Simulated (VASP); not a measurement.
# GdO (F-43m) in VASP: notebook, part 2 of 3

VASP 6.6.1. Earlier steps stand in the parts before.

## (3) Electric field gradients, PBEsol, collinear spin, ferromagnetic start

This run uses another cell than the first one, of 19.60 Å³/atom.

Input file INCAR:

```
ALGO = Normal
EDIFF = 1E-8
ENCUT = 520
GGA = PS
ISIF = 2
ISMEAR = -1
ISPIN = 2
LASPH = T
LCHARG = F
LEFG = T
LMAXMIX = 6
LORBIT = 11
LREAL = F
LWAVE = F
MAGMOM = 7 0
NBANDS = 23
NELM = 150
PREC = Accurate
SIGMA = 0.08
```

Input file KPOINTS:

```
k-points
0
Gamma
  13 13 13
```

Input file POSCAR:

```
GdO
1.0
    0.0000000000      2.6961340000      2.6961340000
    2.6961340000      0.0000000000      2.6961340000
    2.6961340000      2.6961340000      0.0000000000
Gd O
1 1
Direct
    0.0000000000      0.0000000000      0.0000000000
    0.7500000000      0.7500000000      0.7500000000
```

Potentials or basis: VASP PAW PBE potentials, release 64 (Gd, O).

The run is started by

```console
$ cat potpaw_PBE.64/Gd/POTCAR potpaw_PBE.64/O/POTCAR > POTCAR
$ mpirun -np 1 vasp_std > vasp.out
```

OUTCAR:

```text
EDIFF = 1E-8
   ENCUT = 520
   GGA = PS
   ISIF = 2
   ISMEAR = -1
   ISPIN = 2
   LASPH = T
   LORBIT = 11
   LREAL = F
   NELM = 150
   PREC = Accurate

 ion  position               nearest neighbor table
   1  0.000  0.000  0.000-   2 2.33   2 2.33   2 2.33   2 2.33
   2  0.750  0.750  0.750-   1 2.33   1 2.33   1 2.33   1 2.33

  LATTYP: Found a face centered cubic cell.
 ALAT       =     5.3922680000

  Lattice vectors:

 A1 = (   0.0000000000,   2.6961340000,   2.6961340000)
 A2 = (   2.6961340000,   0.0000000000,   2.6961340000)
 A3 = (   2.6961340000,   2.6961340000,   0.0000000000)

Analysis of symmetry for initial positions (statically):
=====================================================================
 Subroutine PRICEL returns:
 Original cell was already a primitive cell.

[... 1468 lines left out ...]
 -----------------------------------------------------------------------------------
    total drift:                               -0.000000     -0.000000     -0.000000

  FREE ENERGIE OF THE ION-ELECTRON SYSTEM (eV)
  ---------------------------------------------------
  free  energy   TOTEN  =       -22.7141985663 eV

  energy  without entropy=      -22.6662995392  energy(sigma->0) =      -22.69024905

 Electric field gradients (V/A^2)
---------------------------------------------------------------------
 ion       V_xx      V_yy      V_zz      V_xy      V_xz      V_yz
---------------------------------------------------------------------
   1      -0.000     0.000     0.000     0.002     0.002     0.002
   2       0.000     0.000     0.000     0.004     0.004     0.004
---------------------------------------------------------------------

 Electric field gradients after diagonalization (V/A^2)
 (convention: |V_zz| > |V_xx| > |V_yy|)
----------------------------------------------------------------------
 ion       V_xx      V_yy      V_zz     asymmetry (V_yy - V_xx)/ V_zz
----------------------------------------------------------------------
   1      -0.002    -0.002     0.004       0.000
   2      -0.004    -0.004     0.007       0.000
----------------------------------------------------------------------

           NMR quadrupolar parameters

 Cq : quadrupolar parameter    Cq=e*Q*V_zz/h
 eta: asymmetry parameters     (V_yy - V_xx)/ V_zz
 Q  : nuclear electric quadrupole moment in mb (millibarn)
----------------------------------------------------------------------
 ion       Cq(MHz)       eta       Q (mb)
----------------------------------------------------------------------
   1       0.000       0.000       1.000
   2       0.000       0.000       1.000
----------------------------------------------------------------------

 total charge

# of ion       s       p       d       f       tot
--------------------------------------------------
    1        2.031   5.615   0.476   7.086  15.208
    2        1.564   3.408   0.000   0.000   4.972
--------------------------------------------------
tot          3.595   9.023   0.476   7.086  20.180

 magnetization (x)

# of ion       s       p       d       f       tot
--------------------------------------------------
    1        0.002  -0.049   0.172   6.722   6.846
    2        0.001  -0.031   0.000   0.000  -0.030
--------------------------------------------------
tot          0.003  -0.080   0.172   6.722   6.817
```

OSZICAR:

```text
N       E                     dE             d eps       ncg     rms          rms(c)
DAV:   1     0.153224465909E+03    0.15322E+03   -0.87428E+03 11159   0.540E+03
DAV:   2    -0.154122432733E+01   -0.15477E+03   -0.13385E+03 11047   0.469E+02
[... 12 lines left out ...]
DAV:  15    -0.227141949399E+02   -0.11825E-04   -0.11357E-04 12639   0.139E-01    0.939E-02
DAV:  16    -0.227141991530E+02   -0.42130E-05   -0.88506E-06 13165   0.582E-02    0.716E-02
DAV:  17    -0.227141987733E+02    0.37967E-06   -0.13706E-06 14047   0.341E-02    0.394E-02
DAV:  18    -0.227141986087E+02    0.16456E-06   -0.60219E-07 12847   0.208E-02    0.115E-02
DAV:  19    -0.227141986025E+02    0.62041E-08   -0.31717E-07 11832   0.257E-02    0.647E-03
DAV:  20    -0.227141985713E+02    0.31251E-07   -0.29682E-07 12684   0.214E-02    0.185E-03
DAV:  21    -0.227141985663E+02    0.50336E-08   -0.11473E-08  8160   0.316E-03
   1 F= -.22714199E+02 E0= -.22690249E+02  d E =-.478990E-01  mag=     7.4813
```

stdout:

```text
POSCAR found type information on POSCAR GdO
 POSCAR found :  2 types and       2 ions
 scaLAPACK will be used
 -----------------------------------------------------------------------------
|                                                                             |
|                                                                             |
|     You enforced a specific xc type in the INCAR file but a different       |
|     I HOPE YOU KNOW WHAT YOU ARE DOING!                                     |
|                                                                             |
 -----------------------------------------------------------------------------

 LDA part: xc-table for (Slater+PW92), standard interpolation
 POSCAR, INCAR and KPOINTS ok, starting setup
 FFT: planning ... GRIDC
 FFT: planning ... GRID_SOFT
 FFT: planning ... GRID
 WAVECAR not read
 entering main loop
ion   1

ion   2
```

Wall time 4.7 min (1 thread of Intel Xeon Platinum 8488C (Sapphire Rapids), shared host); peak memory 0.27 GiB.

Results:

| Item | Value |
| --- | --- |
| Free energy | -22.7142 eV |
| Pressure | -3.9 GPa |
| Net moment | 7.48 μB per cell |
| Site moments | Gd +6.85; O -0.03 μB |
| Largest electric field gradient by atom | under 0.05 V/Å² on every atom |
| Valence electrons inside the program's atomic spheres | Gd 15.21; O 4.97 |

Levels at points of the mesh, in eV from the Fermi level:
Spin up:
```tsv
k point	band 14	band 15	band 16	band 17	band 18	band 19
(0.00, 0.00, 0.00)	-4.50	-4.50	-2.18	2.54	2.54	4.54
```
Spin down:
```tsv
k point	band 5	band 6	band 7	band 8	band 9	band 10	band 11	band 12
(0.00, 0.00, 0.00)	-19.37	-5.63	-5.63	-5.63	-1.53	0.47	0.47	0.47
```

Caveat: the cell stands under tension; the PAW data sets were made with another functional, which shifts forces and pressure a little; spin-orbit coupling is left out, which moves the levels of the heavy elements; a cell with one magnetic atom can't hold antiferromagnetic order, which such compounds often take; semilocal functionals describe open f shells poorly, which spoils levels, moments and volumes. With open d or f shells a metallic result of PBEsol can be an artefact of self-interaction; +U or a hybrid may open a gap.

## (4) Electric field gradients, PBEsol, collinear spin, ferromagnetic start (20.19 Å³/atom)

This run uses another cell than the first one, of 20.19 Å³/atom.

Input file INCAR:

```
SYSTEM = GdO
  ALGO = Normal
  EDIFF = 1E-8
  ENCUT = 520
  GGA = PS
  ISIF = 2
  ISMEAR = -1
  ISPIN = 2
  LASPH = .TRUE.
  LCHARG = .FALSE.
  LEFG = .TRUE.
  LMAXMIX = 6
  LORBIT = 11
  LREAL = .FALSE.
  LWAVE = .FALSE.
  MAGMOM = 7 0
  NBANDS = 23
  NELM = 150
  PREC = Accurate
  SIGMA = 0.08
```

Input file KPOINTS:

```
k-points
0
G
  13 13 13
  0 0 0
```

Input file POSCAR:

```
GdO
1.0
    0.0000000000      2.7228301322      2.7228301322
    2.7228301322      0.0000000000      2.7228301322
    2.7228301322      2.7228301322      0.0000000000
Gd O
1 1
Direct
    0.0000000000      0.0000000000      0.0000000000
    0.7500000000      0.7500000000      0.7500000000
```

Potentials or basis: VASP PAW PBE potentials, release 64 (Gd, O).

The run is started by

```console
$ cat potpaw_PBE.64/Gd/POTCAR potpaw_PBE.64/O/POTCAR > POTCAR
$ mpirun -np 1 vasp_std > vasp.out
```

OUTCAR:

```text
SYSTEM = GdO
   EDIFF = 1E-8
   ENCUT = 520
   GGA = PS
   ISIF = 2
   ISMEAR = -1
   ISPIN = 2
   LASPH = .TRUE.
   LORBIT = 11
   LREAL = .FALSE.
   NELM = 150
   PREC = Accurate

 ion  position               nearest neighbor table
   1  0.000  0.000  0.000-   2 2.36   2 2.36   2 2.36   2 2.36
   2  0.750  0.750  0.750-   1 2.36   1 2.36   1 2.36   1 2.36

  LATTYP: Found a face centered cubic cell.
 ALAT       =     5.4456602644

  Lattice vectors:

 A1 = (   0.0000000000,   2.7228301322,   2.7228301322)
 A2 = (   2.7228301322,   0.0000000000,   2.7228301322)
 A3 = (   2.7228301322,   2.7228301322,   0.0000000000)

Analysis of symmetry for initial positions (statically):
=====================================================================
 Subroutine PRICEL returns:
 Original cell was already a primitive cell.

 Routine SETGRP: Setting up the symmetry group for a
 face centered cubic supercell.

 Subroutine GETGRP returns: Found 24 space group operations
 (whereof 24 operations were pure point group operations)
 out of a pool of 48 trial point group operations.

The static configuration has the point symmetry T_d .

Analysis of symmetry for dynamics (positions and initial velocities):
=====================================================================
 Subroutine PRICEL returns:
 Original cell was already a primitive cell.

 Routine SETGRP: Setting up the symmetry group for a
 face centered cubic supercell.

 Subroutine GETGRP returns: Found 24 space group operations
 (whereof 24 operations were pure point group operations)
 out of a pool of 48 trial point group operations.

The dynamic configuration has the point symmetry T_d .

Analysis of structural, dynamic, and magnetic symmetry:
=====================================================================
 Subroutine PRICEL returns:
 Original cell was already a primitive cell.

 Routine SETGRP: Setting up the symmetry group for a
 face centered cubic supercell.

 Subroutine GETGRP returns: Found 24 space group operations
 (whereof 24 operations were pure point group operations)
 out of a pool of 48 trial point group operations.

The overall configuration has the point symmetry T_d .

 Subroutine INISYM returns: Found 24 space group operations
 (whereof 24 operations are pure point group operations),
 and found     1 'primitive' translations

----------------------------------------------------------------------------------------

                                     Primitive cell

  volume of cell :      40.3731

  direct lattice vectors                    reciprocal lattice vectors
     0.000000000  2.722830132  2.722830132    -0.183632462  0.183632462  0.183632462
     2.722830132  0.000000000  2.722830132     0.183632462 -0.183632462  0.183632462
     2.722830132  2.722830132  0.000000000     0.183632462  0.183632462 -0.183632462

  length of vectors
     3.850663301  3.850663301  3.850663301     0.318060754  0.318060754  0.318060754

  position of ions in fractional coordinates (direct lattice)
     0.000000000  0.000000000  0.000000000
     0.750000000  0.750000000  0.750000000

[... 103 lines left out ...]
   AEXX    =    0.0000 exact exchange contribution
   IVDW    =     0    specifies the selected vdW correction
   LEPSILON=     F    determine dielectric tensor
   LRPA    =     F    only Hartree local field effects (RPA)
 spin polarized calculation
  energy-cutoff  :      520.00
  volume of cell :       40.37
 maximum number of plane-waves:      1102
 NGX is ok and might be reduce to    30
   NGX = 15   NGY = 15   NGZ = 15

 number of electron      23.9999988 magnetization       7.4790105

 Free energy of the ion-electron system (eV)
  ---------------------------------------------------
  ext. energy  EPLUGINS =         0.00000000
  ---------------------------------------------------
  free energy    TOTEN  =       -22.67743136 eV

  energy without entropy =      -22.62709907  energy(sigma->0) =      -22.65226522

 E-fermi :   3.7833     XC(G=0): -10.1733

 val. band max:        3.7825622213   @ k =   0.4615   0.3077   0.1538
 cond. band min:       3.7853823685   @ k =  -0.3077   0.0769   0.0000
 fundamental gap:      0.0028201472
 Fermi energy:         3.7833477608

 spin component 1

 k-point     1 :       0.0000    0.0000    0.0000
  band No.  band energies     occupation
      1     -41.6641      1.00000
      2     -18.9617      1.00000
      3     -18.9617      1.00000
      4     -18.9617      1.00000
      5     -15.4675      1.00000
      6      -2.0231      1.00000
[... 613 lines left out ...]
     22      11.1227      0.00000
     23      15.4036      0.00000

 [... further k-points ...]

 spin component 2

 k-point     1 :       0.0000    0.0000    0.0000
  band No.  band energies     occupation
      1     -38.5369      1.00000
      2     -16.6498      1.00000
      3     -16.6498      1.00000
      4     -16.6498      1.00000
      5     -15.4386      1.00000
      6      -1.6785      1.00000
[... 613 lines left out ...]
     22      12.3606      0.00000
     23      16.8450      0.00000

 [... further k-points ...]
[... 5 lines left out ...]
  --------------------------------------------------------------------------------------
  -------------------------------------------------------------------------------------
  Total       -1.5891682     -1.5891682     -1.5891682      0.0000000     -0.0000000      0.0000000
  in kB      -63.0650601    -63.0650601    -63.0650601      0.0000000     -0.0000000      0.0000000
  external PRESSURE =     -63.0650601 kB  Pullay stress =       0.0000000 kB

 VOLUME and BASIS-vectors are now :
 -----------------------------------------------------------------------------
  energy-cutoff  :      520.00
  volume of cell :       40.37
      direct lattice vectors                 reciprocal lattice vectors
     0.000000000  2.722830132  2.722830132    -0.183632462  0.183632462  0.183632462
     2.722830132  0.000000000  2.722830132     0.183632462 -0.183632462  0.183632462
     2.722830132  2.722830132  0.000000000     0.183632462  0.183632462 -0.183632462

 POSITION                                       TOTAL-FORCE (eV/Angst)
 -----------------------------------------------------------------------------------
      0.00000      0.00000      0.00000        -0.000000     -0.000000     -0.000000
      4.08425      4.08425      4.08425         0.000000      0.000000      0.000000
 -----------------------------------------------------------------------------------
    total drift:                               -0.000000     -0.000000     -0.000000

  FREE ENERGIE OF THE ION-ELECTRON SYSTEM (eV)
  ---------------------------------------------------
  free  energy   TOTEN  =       -22.6774313633 eV

  energy  without entropy=      -22.6270990683  energy(sigma->0) =      -22.65226522

 Electric field gradients (V/A^2)
---------------------------------------------------------------------
 ion       V_xx      V_yy      V_zz      V_xy      V_xz      V_yz
---------------------------------------------------------------------
   1      -0.000     0.000     0.000    -0.001    -0.001    -0.001
   2       0.000     0.000     0.000    -0.002    -0.002    -0.002
---------------------------------------------------------------------

 Electric field gradients after diagonalization (V/A^2)
 (convention: |V_zz| > |V_xx| > |V_yy|)
----------------------------------------------------------------------
 ion       V_xx      V_yy      V_zz     asymmetry (V_yy - V_xx)/ V_zz
----------------------------------------------------------------------
   1       0.001     0.001    -0.003       0.000
   2       0.002     0.002    -0.003       0.000
----------------------------------------------------------------------

           NMR quadrupolar parameters

 Cq : quadrupolar parameter    Cq=e*Q*V_zz/h
 eta: asymmetry parameters     (V_yy - V_xx)/ V_zz
 Q  : nuclear electric quadrupole moment in mb (millibarn)
----------------------------------------------------------------------
 ion       Cq(MHz)       eta       Q (mb)
----------------------------------------------------------------------
   1      -0.000       0.000       1.000
   2      -0.000       0.000       1.000
----------------------------------------------------------------------

 total charge

# of ion       s       p       d       f       tot
--------------------------------------------------
    1        2.029   5.612   0.459   7.088  15.189
    2        1.563   3.396   0.000   0.000   4.959
--------------------------------------------------
tot          3.592   9.008   0.459   7.088  20.148

 magnetization (x)

# of ion       s       p       d       f       tot
--------------------------------------------------
    1        0.002  -0.050   0.168   6.721   6.841
    2        0.002  -0.031   0.000   0.000  -0.029
--------------------------------------------------
tot          0.003  -0.081   0.168   6.721   6.812
```

Wall time 4.3 min (1 thread of Intel Xeon Platinum 8488C (Sapphire Rapids), shared host); peak memory 0.29 GiB.

Results:

| Item | Value |
| --- | --- |
| Free energy | -22.6774 eV |
| Pressure | -6.3 GPa |
| Net moment | 7.48 μB per cell |
| Site moments | Gd +6.84; O -0.03 μB |
| Largest electric field gradient by atom | under 0.05 V/Å² on every atom |
| Valence electrons inside the program's atomic spheres | Gd 15.19; O 4.96 |

Caveat: the cell stands under tension; the PAW data sets were made with another functional, which shifts forces and pressure a little; spin-orbit coupling is left out, which moves the levels of the heavy elements; a cell with one magnetic atom can't hold antiferromagnetic order, which such compounds often take; semilocal functionals describe open f shells poorly, which spoils levels, moments and volumes.

[end of part 2 of 3]
